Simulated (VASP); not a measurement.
# Si16Ge (a cell with a defect) in VASP: further runs, part 2 of 2

VASP 6.6.1. The steps go on from the part before.

## Step 3: Single point, r2SCAN

Contents of POSCAR:

```
Si16Ge
1.0
    0.0000000000      5.4300000000      5.4300000000
    5.4300000000      0.0000000000      5.4300000000
    5.4300000000      5.4300000000      0.0000000000
Si Ge
16 1
Direct
    0.0202640884      0.0201965009     -0.0602600368
    0.1074500921      0.1074561694      0.1236327808
   -0.0061205341     -0.0061886740      0.4968628913
    0.1463141805      0.1462436464      0.5615953959
   -0.0165435543      0.5046306630      0.0076763352
    0.1074525783      0.6618564457      0.1236284530
   -0.0061204420      0.5158434622      0.4968589319
    0.1171372007      0.6232272560      0.6368018416
    0.5046964088     -0.0166155617      0.0077052486
    0.6619639042      0.1073714549      0.1236896869
    0.5159069061     -0.0062096685      0.4969058011
    0.6232997238      0.1170490792      0.6368328729
    0.5046974217      0.5046092081      0.0077031308
    0.6134381215      0.6133578269      0.1602397790
    0.4889510129      0.4888657459      0.5337103131
    0.6233002762      0.6232124309      0.6368317680
    0.2915655617      0.2914320442      1.1259655617
```

Contents of INCAR.step1:

```
SYSTEM = Si16Ge
PREC = Accurate
ENCUT = 520
ISMEAR = 0
SIGMA = 0.05
LREAL = Auto
LASPH = .TRUE.
NELM = 60
NBANDS = 53
GGA = PE
ALGO = Normal
EDIFF = 1E-4
LWAVE = .TRUE.
LCHARG = .FALSE.
```

Contents of INCAR.step2:

```
SYSTEM = Si16Ge
PREC = Accurate
ENCUT = 520
EDIFF = 1E-7
ISMEAR = 0
SIGMA = 0.05
LREAL = Auto
LASPH = .TRUE.
NELM = 60
ALGO = Normal
ISIF = 2
LWAVE = .FALSE.
LCHARG = .FALSE.
METAGGA = R2SCAN
LMIXTAU = .TRUE.
NBANDS = 53
ISTART = 1
```

Contents of KPOINTS:

```
Automatic mesh
0
G
  2 2 2
  0 0 0
```

Potentials or basis: VASP PAW PBE potentials, release 64 (Si, Ge_d).

Launch:

```bash
cat potpaw_PBE.64/Si/POTCAR potpaw_PBE.64/Ge_d/POTCAR > POTCAR
cp INCAR.step1 INCAR
mpirun -np 1 vasp_std > vasp.out
cp INCAR.step2 INCAR
mpirun -np 1 vasp_std > vasp.out
```

It took 5.2 min on 1 thread of Intel Xeon 6975P-C (Granite Rapids), shared host; peak memory 0.54 GiB.

It converged, with:

```
Free energy   : -148.9255 eV
Pressure      : 4.6 GPa
Largest force : 0.047 eV/Å
```

Forces in eV/Å, atoms in the order of the input:
```
Si   0.024  0.025 -0.024
Si  -0.016 -0.017 -0.013
Si   0.007  0.007  0.023
Si   0.002  0.003 -0.002
Si   0.004 -0.026 -0.004
Si   0.013 -0.017  0.016
Si  -0.023  0.007 -0.007
Si  -0.003  0.012  0.003
Si  -0.026  0.004 -0.003
Si  -0.017  0.013  0.017
Si   0.007 -0.023 -0.007
Si   0.012 -0.003  0.003
Si   0.003  0.004  0.026
Si   0.001  0.002 -0.001
Si  -0.014 -0.016  0.014
Si  -0.003 -0.003 -0.012
Ge   0.027  0.027 -0.027
```

Stress tensor (GPa, compression positive):
```
 4.61 -0.77  0.77
-0.77  4.62  0.77
 0.77  0.77  4.61
```

Levels at points of the mesh, in eV from the Fermi level:
```csv
k point,band 35,band 36,band 37,band 38,band 39,band 40,band 41,band 42,band 43,band 44
"(0.00, 0.00, 0.00)",-1.68,-1.25,-0.73,-0.73,-0.70,-0.01,-0.01,0.30,0.30,0.91
"(0.50, 0.00, 0.00)",-1.66,-1.61,-1.55,-1.08,-0.21,0.22,0.84,0.98,1.16,1.50
"(0.00, 0.50, 0.00)",-1.66,-1.61,-1.55,-1.08,-0.22,0.22,0.84,0.98,1.16,1.50
"(0.00, 0.00, 0.50)",-1.51,-1.51,-1.46,-1.46,-0.20,0.51,0.52,1.29,1.29,1.32
"(0.50, 0.50, 0.00)",-2.21,-2.09,-1.98,-0.95,-0.01,0.46,1.38,1.55,1.79,2.07
"(0.50, 0.00, 0.50)",-2.21,-2.09,-1.98,-0.95,-0.01,0.46,1.38,1.55,1.79,2.07
```

Caveat: the k points lie up to 0.50 Å⁻¹ apart; the PAW data sets were made with another functional, which shifts forces and pressure a little.

## Step 4: Single point, r2SCAN

Contents of POSCAR:

```
Si16Ge
1.0
    0.0000000000      5.4300000000      5.4300000000
    5.4300000000      0.0000000000      5.4300000000
    5.4300000000      5.4300000000      0.0000000000
Si Ge
16 1
Direct
    0.0163895028      0.0161423573     -0.0484001842
    0.1143912523      0.1142140884      0.1185299263
   -0.0046732044     -0.0048934622      0.4974175875
    0.1400345304      0.1397993554      0.5806406077
   -0.0178414365      0.5062907919      0.0055307551
    0.1143923573      0.6531382136      0.1185279006
   -0.0046730203      0.5124232965      0.4974151934
    0.1168637201      0.6242217311      0.6349646409
    0.5065149171     -0.0180720074      0.0055519337
    0.6533923573      0.1141538674      0.1185735727
    0.5126507366     -0.0049197974      0.4974612339
    0.6244500000      0.1166273481      0.6349930939
    0.5065166667      0.5062778085      0.0055505525
    0.6151601289      0.6149260589      0.1552603131
    0.4906485267      0.4904115101      0.5288004604
    0.6244505525      0.6242019337      0.6349918048
    0.2743422652      0.2740632597      1.1778063536
```

Contents of INCAR.step1:

```
SYSTEM = Si16Ge
  PREC = Accurate
  ENCUT = 520
  ISMEAR = 0
  SIGMA = 0.05
  LREAL = Auto
  LASPH = .True.
  NELM = 60
  NBANDS = 53
  GGA = PE
  ALGO = Normal
  EDIFF = 1E-4
  LWAVE = .True.
  LCHARG = .False.
```

Contents of INCAR.step2:

```
SYSTEM = Si16Ge
  PREC = Accurate
  ENCUT = 520
  EDIFF = 1E-7
  ISMEAR = 0
  SIGMA = 0.05
  LREAL = Auto
  LASPH = .True.
  NELM = 60
  ALGO = Normal
  ISIF = 2
  LWAVE = .False.
  LCHARG = .True.
  METAGGA = R2SCAN
  LMIXTAU = .True.
  LELF = .True.
  LVHAR = .True.
  NBANDS = 53
  ISTART = 1
```

Contents of KPOINTS:

```
regular mesh
0
Gamma
  2 2 2
  0 0 0
```

Launch:

```bash
cat potpaw_PBE.64/Si/POTCAR potpaw_PBE.64/Ge_d/POTCAR > POTCAR
cp INCAR.step1 INCAR
mpirun -np 1 vasp_std > vasp.out
cp INCAR.step2 INCAR
mpirun -np 1 vasp_std > vasp.out
```

Wall time 4.8 min (1 thread of Intel Xeon 6975P-C (Granite Rapids), shared host); peak memory 0.55 GiB.

It converged, with:

| Property | Result |
| --- | --- |
| Free energy | -149.0384 eV |
| Pressure | 4.8 GPa |
| Largest force | 0.594 eV/Å |
| Band gap on the k mesh | zero (band 39 reaches 6.99 eV, above the bottom of band 40 at 6.87 eV) |

Forces in eV/Å, atoms in the order of the input:
```
Si   0.072  0.072 -0.072
Si  -0.008 -0.007  0.151
Si   0.001  0.001  0.051
Si   0.119  0.119 -0.119
Si  -0.023 -0.063  0.023
Si  -0.151 -0.007  0.008
Si  -0.051  0.001 -0.001
Si  -0.027 -0.042  0.027
Si  -0.063 -0.023  0.023
Si  -0.008 -0.151  0.008
Si   0.000 -0.052  0.000
Si  -0.042 -0.028  0.027
Si  -0.023 -0.023  0.063
Si  -0.058 -0.058  0.058
Si  -0.054 -0.054  0.054
Si  -0.027 -0.028  0.042
Ge   0.343  0.342 -0.343
```

Stress tensor (GPa, compression positive):
```
 4.81 -0.72  0.72
-0.72  4.81  0.72
 0.72  0.72  4.81
```

Levels at points of the mesh, in eV from the Fermi level:
```csv
k point,band 37,band 38,band 39,band 40,band 41,band 42
"(0.00, 0.00, 0.00)",-0.88,-0.88,-0.63,-0.10,-0.10,0.14
"(0.50, 0.00, 0.00)",-1.69,-1.39,-0.17,0.18,0.84,0.86
"(0.00, 0.50, 0.00)",-1.69,-1.39,-0.17,0.18,0.84,0.86
"(0.00, 0.00, 0.50)",-1.64,-1.64,-0.36,0.45,0.45,1.16
"(0.50, 0.50, 0.00)",-2.11,-1.23,0.02,0.54,1.19,1.28
"(0.50, 0.00, 0.50)",-2.11,-1.23,0.02,0.54,1.19,1.28
```

Caveat: the k points lie up to 0.50 Å⁻¹ apart; the PAW data sets were made with another functional, which shifts forces and pressure a little.

## Step 5: Single point, r2SCAN

Contents of POSCAR:

```
Si16Ge
1.0
    0.0000000000      5.4300000000      5.4300000000
    5.4300000000      0.0000000000      5.4300000000
    5.4300000000      5.4300000000      0.0000000000
Si Ge
16 1
Direct
    0.0089276243      0.0085132597     -0.0258023941
    0.1190012891      0.1186364641      0.1186434622
   -0.0036567219     -0.0040370166      0.4995508287
    0.1307657459      0.1303734807      0.6086386740
   -0.0111662983      0.5050683241      0.0011801105
    0.1190011971      0.6438708103      0.1186424494
   -0.0036567219      0.5082944751      0.4995499079
    0.1207737569      0.6245697053      0.6302372928
    0.5054534991     -0.0115531308      0.0011945672
    0.6442842541      0.1186019337      0.1186628913
    0.5086855433     -0.0040544199      0.4995739411
    0.6249526703      0.1203878453      0.6302546961
    0.5054540516      0.5050560773      0.0011938306
    0.6190545120      0.6186670350      0.1437620626
    0.4945864641      0.4942002762      0.5171634438
    0.6249528545      0.6245554328      0.6302543278
    0.2609523941      0.2605249540      1.2181505525
```

Contents of INCAR.step1:

```
  ALGO = Normal
  EDIFF = 1E-4
  ENCUT = 520
  GGA = PE
  ISMEAR = 0
  LASPH = T
  LCHARG = F
  LREAL = Auto
  LWAVE = T
  NBANDS = 53
  NELM = 60
  PREC = Accurate
  SIGMA = 0.05
```

Contents of INCAR.step2:

```
  ALGO = Normal
  EDIFF = 1E-7
  ENCUT = 520
  ISIF = 2
  ISMEAR = 0
  ISTART = 1
  LASPH = T
  LCHARG = T
  LELF = T
  LMIXTAU = T
  LREAL = Auto
  LVHAR = T
  LWAVE = F
  METAGGA = R2SCAN
  NBANDS = 53
  NELM = 60
  PREC = Accurate
  SIGMA = 0.05
```

Contents of KPOINTS:

```
k-points
0
Gamma
  2 2 2
```

Launch:

```bash
cat potpaw_PBE.64/Si/POTCAR potpaw_PBE.64/Ge_d/POTCAR > POTCAR
cp INCAR.step1 INCAR
mpirun -np 1 vasp_std > vasp.out
cp INCAR.step2 INCAR
mpirun -np 1 vasp_std > vasp.out
```

Wall time 4.9 min (1 thread of Intel Xeon 6975P-C (Granite Rapids), shared host); peak memory 0.55 GiB.

Results (log left out):

| Property | Result |
| --- | --- |
| Free energy | -149.2228 eV |
| Pressure | 5.2 GPa |
| Largest force | 0.200 eV/Å |
| Band gap on the k mesh | zero (band 39 reaches 7.04 eV, above the bottom of band 40 at 6.82 eV) |

Forces in eV/Å, atoms in the order of the input:
```
Si   0.064  0.062 -0.064
Si   0.010  0.010  0.044
Si   0.003  0.004  0.018
Si   0.084  0.085 -0.084
Si  -0.034 -0.002  0.034
Si  -0.044  0.010 -0.010
Si  -0.018  0.004 -0.003
Si  -0.027 -0.012  0.027
Si  -0.001 -0.034  0.034
Si   0.009 -0.044 -0.009
Si   0.004 -0.018 -0.004
Si  -0.013 -0.027  0.026
Si  -0.034 -0.034  0.001
Si  -0.046 -0.046  0.046
Si  -0.047 -0.048  0.047
Si  -0.026 -0.027  0.013
Ge   0.116  0.115 -0.116
```

Stress tensor (GPa, compression positive):
```
 5.19 -0.19  0.19
-0.19  5.19  0.19
 0.19  0.19  5.19
```

Levels at points of the mesh, in eV from the Fermi level:
```tsv
k point	band 36	band 37	band 38	band 39	band 40	band 41	band 42	band 43
(0.00, 0.00, 0.00)	-1.02	-0.94	-0.94	-0.39	-0.19	-0.19	0.06	0.06
(0.50, 0.00, 0.00)	-1.73	-1.73	-1.63	-0.33	0.44	0.70	0.88	0.93
(0.00, 0.50, 0.00)	-1.73	-1.73	-1.63	-0.33	0.44	0.70	0.88	0.93
(0.00, 0.00, 0.50)	-1.75	-1.69	-1.69	-0.38	0.49	0.49	1.04	1.04
(0.50, 0.50, 0.00)	-2.31	-2.17	-1.35	0.02	0.74	1.07	1.15	1.15
(0.50, 0.00, 0.50)	-2.31	-2.17	-1.35	0.02	0.74	1.07	1.15	1.15
```

Caveat: the k points lie up to 0.50 Å⁻¹ apart; the PAW data sets were made with another functional, which shifts forces and pressure a little.
